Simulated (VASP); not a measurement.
SiC (Moissanite): single point with BLYP+D3(BJ)

Crystal: SiC (Moissanite).

```
Si C
1.0
     3.06564    0.00000    0.00000
    -1.53282    2.65492    0.00000
     0.00000    0.00000    5.03476
Si C
2 2
Direct
  0.66667 0.33333 0.50468
  0.33333 0.66667 0.00468
  0.66667 0.33333 0.88032
  0.33333 0.66667 0.38032
```

```yaml
Program: VASP 6.6.1
Task: single point
Functional: BLYP
Dispersion: D3(BJ)
Potentials_or_basis: VASP PAW PBE potentials, release 64 (Si, C)
Cutoff: 520 eV
k_mesh: 10 × 10 × 5
Occupations: fermi-dirac, width 0.05 eV
Spin: no spin polarisation
```

```json
{
  "Pressure": "0.6 GPa",
  "Band gap on the k mesh": "2.75 eV, indirect (least direct gap 4.26 eV)",
  "Dispersion energy per atom": "-0.650 eV"
}
```

Levels at points of the mesh, in eV from the valence-band top:
```csv
k point,band 4,band 5,band 6,band 7,band 8,band 9,band 10,band 11,band 12,band 13
"(0.00, 0.00, 0.00)",-1.31,-1.31,-0.12,0.00,0.00,5.05,6.47,6.83,6.83,7.92
"(0.50, 0.00, 0.00)",-6.24,-5.35,-3.28,-3.19,-1.19,3.07,4.47,7.10,7.35,10.22
```

Wall time 43 s on 1 thread of AMD EPYC 7R43 64-Core Processor (Zen 3), with other jobs on the host, peak memory 0.14 GiB.

Caveat: the PAW data sets were made with another functional, which shifts forces and pressure a little. A k mesh can miss the band edges.
